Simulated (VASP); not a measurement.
# Ca (Fm-3m) in VASP: a series of runs

Ca is run at these levels: LDA; tasks: single point.

Everything below comes from runs of VASP 6.6.1. Logs are shortened: lines on timing, memory, paths and dates and some standing lists are left out, and cuts for length are marked.

## (1) The cell of the first run

It takes space group Fm-3m (No. 225, cubic). The conventional cell has a = 5.343 Å, b = 5.343 Å, c = 5.343 Å, α = 90.00°, β = 90.00°, γ = 90.00°. Ca (site symmetry m-3m) has 12 Ca at 3.78 Å within 5.0 Å.

## (2) Single point, LDA

Contents of INCAR:

```
ALGO = Normal ; EDIFF = 1E-6
ENCUT = 520 ; GGA = CA
ISIF = 2 ; ISMEAR = 1
LASPH = T ; LCHARG = F
LREAL = F ; LWAVE = F
NBANDS = 11 ; NELM = 80
PREC = Accurate ; SIGMA = 0.2
```

Contents of KPOINTS:

```
k-points
0
Gamma
  10 10 10
```

Contents of POSCAR:

```
Ca
1.0
    0.0000000000      2.6714532750      2.6714532750
    2.6714532750      0.0000000000      2.6714532750
    2.6714532750      2.6714532750      0.0000000000
Ca
1
Direct
    0.0000000000      0.0000000000      0.0000000000
```

Potentials or basis: VASP PAW LDA potentials, release 64 (Ca_sv).

Launch:

```bash
cat potpaw_LDA.64/Ca_sv/POTCAR > POTCAR
mpirun -np 1 vasp_std > vasp.out
```

OUTCAR:

```text
EDIFF = 1E-6
   ENCUT = 520
   GGA = CA
   ISIF = 2
   ISMEAR = 1
   LASPH = T
   LREAL = F
   NELM = 80
   PREC = Accurate

 ion  position               nearest neighbor table
   1  0.000  0.000  0.000-

  LATTYP: Found a face centered cubic cell.
 ALAT       =     5.3429065500

  Lattice vectors:

 A1 = (   0.0000000000,   2.6714532750,   2.6714532750)
 A2 = (   2.6714532750,   0.0000000000,   2.6714532750)
 A3 = (   2.6714532750,   2.6714532750,   0.0000000000)

Analysis of symmetry for initial positions (statically):
[... 33 lines left out ...]
                                     Primitive cell

  volume of cell :      38.1305

  direct lattice vectors                    reciprocal lattice vectors
     0.000000000  2.671453275  2.671453275    -0.187164045  0.187164045  0.187164045
     2.671453275  0.000000000  2.671453275     0.187164045 -0.187164045  0.187164045
     2.671453275  2.671453275  0.000000000     0.187164045  0.187164045 -0.187164045

  length of vectors
     3.778005453  3.778005453  3.778005453     0.324177635  0.324177635  0.324177635

  position of ions in fractional coordinates (direct lattice)
     0.000000000  0.000000000  0.000000000

  ion indices of the primitive-cell ions
   primitive index   ion index
                 1           1

----------------------------------------------------------------------------------------

 KPOINTS: k-points

Automatic generation of k-mesh.
 Grid dimensions read from file:
 generate k-points for:   10   10   10

 Generating k-lattice:

  Cartesian coordinates                     Fractional coordinates (reciprocal lattice)
    -0.018716404  0.018716404  0.018716404     0.100000000  0.000000000  0.000000000
     0.018716404 -0.018716404  0.018716404     0.000000000  0.100000000  0.000000000
     0.018716404  0.018716404 -0.018716404     0.000000000  0.000000000  0.100000000

  Length of vectors
     0.032417763  0.032417763  0.032417763

  Shift w.r.t. Gamma in fractional coordinates (k-lattice)
     0.000000000  0.000000000  0.000000000

 Subroutine IBZKPT returns following result:
 ===========================================

 Found     47 irreducible k-points:

 Following reciprocal coordinates:
            Coordinates               Weight
  0.000000  0.000000  0.000000      1.000000
  0.100000  0.000000  0.000000      8.000000
  0.200000  0.000000  0.000000      8.000000
  0.300000  0.000000  0.000000      8.000000
  0.400000  0.000000  0.000000      8.000000
[... 36 lines left out ...]
   ENCUT  =  520.0 eV  38.22 Ry    6.18 a.u.   7.02  7.02  7.02*2*pi/ulx,y,z
   NELM   =     80;   NELMIN=  2; NELMDL= -5     # of ELM steps
   EDIFF  = 0.1E-05   stopping-criterion for ELM
   LREAL  =      F    real-space projection
   EDIFFG = 0.1E-04   stopping-criterion for IOM
   NSW    =      0    number of steps for IOM
   IBRION =     -1    ionic relax: 0-MD 1-quasi-New 2-CG
   NFREE  =      0    steps in history (QN), initial steepest desc. (CG)
   ISIF   =      2    stress and relaxation
   ISYM   =      2    0-nonsym 1-usesym 2-fastsym
   POTIM  = 0.5000    time-step for ionic-motion
   TEBEG  =    0.0;   TEEND  =   0.0 temperature during run
   PSTRESS=    0.0 pullay stress
   NELECT =      10.0000    total number of electrons
   NUPDOWN=      -1.0000    fix difference up-down
   EMIN   =  10.00;   EMAX   =-10.00  energy-range for DOS
   EFERMI =   0.00;   METHOD = LEGACY
   ISMEAR =     1;   SIGMA  =   0.20  broadening in eV -4-tet -1-fermi 0-gaus
   EFERMI_NEDOS =   21; number of points for ismear=-14 and -15
   IALGO  =     38    algorithm
   IMIX   =      4    mixing-type and parameters
     AMIX     =   0.40;   BMIX     =  1.00
     AMIX_MAG =   1.60;   BMIX_MAG =  1.00
  volume/ion in A,a.u.               =      38.13       257.32
  Fermi-wavevector in a.u.,A,eV,Ry     =   1.047894  1.980232 14.940303  1.098081
  Thomas-Fermi vector in A             =   2.182793
   LORBIT       =      0    0 simple, 1 ext, 2 COOP (PROOUT), +10 PAW based schemes
   GGA     = CA    functional components
   LHFCALC =     F    Hartree Fock is set to
   AEXX    =    0.0000 exact exchange contribution
   IVDW    =     0    specifies the selected vdW correction
   LEPSILON=     F    determine dielectric tensor
   LRPA    =     F    only Hartree local field effects (RPA)
 non-spin polarized calculation
 Methfessel and Paxton  Order N= 1 SIGMA  =   0.20
  energy-cutoff  :      520.00
  volume of cell :       38.13
 maximum number of plane-waves:      1037
   NGX = 13   NGY = 13   NGZ = 13

 number of electron      10.0000003 magnetization

 Free energy of the ion-electron system (eV)
  ---------------------------------------------------
  ext. energy  EPLUGINS =         0.00000000
  ---------------------------------------------------
  free energy    TOTEN  =        -2.20672202 eV

  energy without entropy =       -2.20303158  energy(sigma->0) =       -2.20549187

 E-fermi :   2.2274     XC(G=0):  -8.2990

 val. band max:        2.2178625123   @ k =  -0.3000   0.5000   0.2000
 cond. band min:       2.2589454974   @ k =  -0.3000   0.4000   0.2000
 fundamental gap:      0.0410829852
 Fermi energy:         2.2273953413

 k-point     1 :       0.0000    0.0000    0.0000
  band No.  band energies     occupation
      1     -39.1428      2.00000
      2     -20.3334      2.00000
      3     -20.3334      2.00000
      4     -20.3334      2.00000
      5      -2.0004      2.00000
      6       4.5375     -0.00000
      7       4.5375     -0.00000
      8       4.5375     -0.00000
      9       5.7398     -0.00000
     10       5.7398     -0.00000
     11      11.8470      0.00000
[... 309 lines left out ...]
 k-point    24 :       0.4000    0.3000    0.0000
  band No.  band energies     occupation
      1     -39.1178      2.00000
      2     -20.4922      2.00000
      3     -20.3978      2.00000
      4     -20.3913      2.00000
      5       0.6764      2.00000
      6       2.9248     -0.00001
      7       3.7094     -0.00000
      8       5.6373     -0.00000
      9       5.9920     -0.00000
     10       6.4623      0.00000
     11       9.4520      0.00000

 [... further k-points ...]
[... 5 lines left out ...]
  --------------------------------------------------------------------------------------
  -------------------------------------------------------------------------------------
  Total       -0.0150788     -0.0150788     -0.0150788      0.0000000      0.0000000      0.0000000
  in kB       -0.6335860     -0.6335860     -0.6335860      0.0000000      0.0000000      0.0000000
  external PRESSURE =      -0.6335860 kB  Pullay stress =       0.0000000 kB

 VOLUME and BASIS-vectors are now :
 -----------------------------------------------------------------------------
  energy-cutoff  :      520.00
  volume of cell :       38.13
      direct lattice vectors                 reciprocal lattice vectors
     0.000000000  2.671453275  2.671453275    -0.187164045  0.187164045  0.187164045
     2.671453275  0.000000000  2.671453275     0.187164045 -0.187164045  0.187164045
     2.671453275  2.671453275  0.000000000     0.187164045  0.187164045 -0.187164045

 POSITION                                       TOTAL-FORCE (eV/Angst)
 -----------------------------------------------------------------------------------
      0.00000      0.00000      0.00000         0.000000      0.000000      0.000000
 -----------------------------------------------------------------------------------
    total drift:                               -0.000000     -0.000000     -0.000000

  FREE ENERGIE OF THE ION-ELECTRON SYSTEM (eV)
  ---------------------------------------------------
  free  energy   TOTEN  =        -2.2067220179 eV

  energy  without entropy=       -2.2030315826  energy(sigma->0) =       -2.20549187
```

Run time: 11 s. Hardware: 1 thread of Intel Xeon Platinum 8259CL at 2.50GHz (Skylake/Cascade Lake), shared host; peak memory 0.15 GiB.

What came out:

- Free energy: -2.2067 eV
- Pressure: -0.1 GPa
- Band gap on the k mesh: zero (band 5 reaches 2.26 eV, above the bottom of band 6 at 2.17 eV)

## (3) Single point, LDA

Contents of INCAR:

```
SYSTEM = Ca
ALGO = Normal
EDIFF = 1E-7
ENCUT = 520
GGA = CA
ISIF = 2
ISMEAR = 1
LASPH = .True.
LCHARG = .False.
LREAL = .False.
LWAVE = .False.
NBANDS = 11
NELM = 60
PREC = Accurate
SIGMA = 0.3
```

Contents of KPOINTS:

```
k-points
0
Gamma
  10 10 10
  0 0 0
```

POSCAR is that of step 2.

Potentials or basis: VASP PAW LDA potentials, release 64 (Ca_sv).

Launch:

```bash
cat potpaw_LDA.64/Ca_sv/POTCAR > POTCAR
mpirun -np 1 vasp_std > vasp.out
```

It took 13 s on 1 thread of Intel Xeon Platinum 8259CL at 2.50GHz (Skylake/Cascade Lake), shared host; peak memory 0.15 GiB.

It converged, with:

- Free energy: -2.2075 eV
- Pressure: 0.0 GPa
- Band gap on the k mesh: zero (band 5 reaches 2.26 eV, above the bottom of band 6 at 2.17 eV)

Levels at points of the mesh, in eV from the Fermi level:
```
           k point  band 3  band 4  band 5  band 6  band 7  band 8
(0.00, 0.00, 0.00)  -22.56  -22.56   -4.22    2.32    2.32    2.32
(0.50, 0.00, 0.00)  -22.59  -22.59   -1.11   -0.03    2.19    2.19
(0.50, 0.50, 0.00)  -22.63  -22.63   -0.62    0.40    1.18    4.29
```

## (4) Single point, LDA

Contents of INCAR:

```
PREC = Accurate
ENCUT = 520
EDIFF = 1E-6
ISMEAR = 1
SIGMA = 0.6
LREAL = False
LASPH = True
NELM = 80
ALGO = Normal
ISIF = 2
LWAVE = False
LCHARG = True
GGA = CA
LELF = True
LVHAR = True
NBANDS = 11
```

Contents of KPOINTS:

```
regular mesh
0
Gamma
  10 10 10
```

POSCAR is that of step 3.

Potentials or basis: VASP PAW LDA potentials, release 64 (Ca_sv).

Launch:

```bash
cat potpaw_LDA.64/Ca_sv/POTCAR > POTCAR
mpirun -np 1 vasp_std > vasp.out
```

OUTCAR:

```text
PREC = Accurate
   ENCUT = 520
   EDIFF = 1E-6
   ISMEAR = 1
   LREAL = False
   LASPH = True
   NELM = 80
   ISIF = 2
   GGA = CA

 ion  position               nearest neighbor table
   1  0.000  0.000  0.000-

  LATTYP: Found a face centered cubic cell.
 ALAT       =     5.3429065500

  Lattice vectors:

 A1 = (   0.0000000000,   2.6714532750,   2.6714532750)
 A2 = (   2.6714532750,   0.0000000000,   2.6714532750)
 A3 = (   2.6714532750,   2.6714532750,   0.0000000000)

Analysis of symmetry for initial positions (statically):
[... 33 lines left out ...]
                                     Primitive cell

  volume of cell :      38.1305

  direct lattice vectors                    reciprocal lattice vectors
     0.000000000  2.671453275  2.671453275    -0.187164045  0.187164045  0.187164045
     2.671453275  0.000000000  2.671453275     0.187164045 -0.187164045  0.187164045
     2.671453275  2.671453275  0.000000000     0.187164045  0.187164045 -0.187164045

  length of vectors
     3.778005453  3.778005453  3.778005453     0.324177635  0.324177635  0.324177635

  position of ions in fractional coordinates (direct lattice)
     0.000000000  0.000000000  0.000000000

  ion indices of the primitive-cell ions
   primitive index   ion index
                 1           1

[... 120 lines left out ...]

 val. band max:        2.1966345595   @ k =  -0.3000   0.4000   0.1000
 cond. band min:       2.2154720857   @ k =  -0.3000   0.5000   0.2000
 fundamental gap:      0.0188375262
 Fermi energy:         2.2050710715

 k-point     1 :       0.0000    0.0000    0.0000
  band No.  band energies     occupation
      1     -39.1516      2.00000
      2     -20.3415      2.00000
      3     -20.3415      2.00000
      4     -20.3415      2.00000
      5      -2.0016      2.00000
      6       4.5330     -0.00000
      7       4.5330     -0.00000
      8       4.5330     -0.00000
      9       5.7342     -0.00000
     10       5.7342     -0.00000
     11      11.8461     -0.00000
[... 309 lines left out ...]
 k-point    24 :       0.4000    0.3000    0.0000
  band No.  band energies     occupation
      1     -39.1267      2.00000
      2     -20.5002      2.00000
      3     -20.4059      2.00000
      4     -20.3994      2.00000
      5       0.6749      2.00184
      6       2.9215     -0.07061
      7       3.7063     -0.00229
      8       5.6324     -0.00000
      9       5.9870     -0.00000
     10       6.4562     -0.00000
     11       9.4493     -0.00000

 [... further k-points ...]
[... 5 lines left out ...]
  --------------------------------------------------------------------------------------
  -------------------------------------------------------------------------------------
  Total       -0.0035226     -0.0035226     -0.0035226      0.0000000      0.0000000      0.0000000
  in kB       -0.1480123     -0.1480123     -0.1480123      0.0000000      0.0000000      0.0000000
  external PRESSURE =      -0.1480123 kB  Pullay stress =       0.0000000 kB

 VOLUME and BASIS-vectors are now :
 -----------------------------------------------------------------------------
  energy-cutoff  :      520.00
  volume of cell :       38.13
      direct lattice vectors                 reciprocal lattice vectors
     0.000000000  2.671453275  2.671453275    -0.187164045  0.187164045  0.187164045
     2.671453275  0.000000000  2.671453275     0.187164045 -0.187164045  0.187164045
     2.671453275  2.671453275  0.000000000     0.187164045  0.187164045 -0.187164045

 POSITION                                       TOTAL-FORCE (eV/Angst)
 -----------------------------------------------------------------------------------
      0.00000      0.00000      0.00000        -0.000000      0.000000     -0.000000
 -----------------------------------------------------------------------------------
    total drift:                               -0.000000     -0.000000     -0.000000

  FREE ENERGIE OF THE ION-ELECTRON SYSTEM (eV)
  ---------------------------------------------------
  free  energy   TOTEN  =        -2.2022855014 eV

  energy  without entropy=       -2.2151764452  energy(sigma->0) =       -2.20658248
```

stdout:

```text
POSCAR found type information on POSCAR Ca
 POSCAR found :  1 types and       1 ions
 scaLAPACK will be used
 LDA part: xc-table for (Slater(with rela. corr.)+CA(PZ))
 , standard interpolation
 POSCAR, INCAR and KPOINTS ok, starting setup
 FFT: planning ... GRIDC
 FFT: planning ... GRID_SOFT
 FFT: planning ... GRID
 WAVECAR not read
 entering main loop
```

It took 12 s on 1 thread of Intel Xeon Platinum 8259CL at 2.50GHz (Skylake/Cascade Lake), shared host; peak memory 0.15 GiB.

Results:

| Property | Result |
| --- | --- |
| Free energy | -2.2023 eV |
| Pressure | 0.0 GPa |
| Band gap on the k mesh | zero (band 5 reaches 2.26 eV, above the bottom of band 6 at 2.17 eV) |

## (5) Summary

```csv
smearing,gap on the mesh (eV),pressure (GPa)
methfessel-paxton 0.2 eV,none,-0.1
methfessel-paxton 0.3 eV,none,0.0
methfessel-paxton 0.6 eV,none,0.0
```

Alike in all rows: task single point; level LDA; potentials or basis VASP PAW LDA potentials, release 64 (Ca_sv); no spin polarisation; cell as given; k mesh 10 × 10 × 10; cutoff (eV) 520.

Every run on the cell as given and a fine mesh finds a metal.

Total energies depend on the potentials used, so only differences within one code and one set of settings carry meaning.
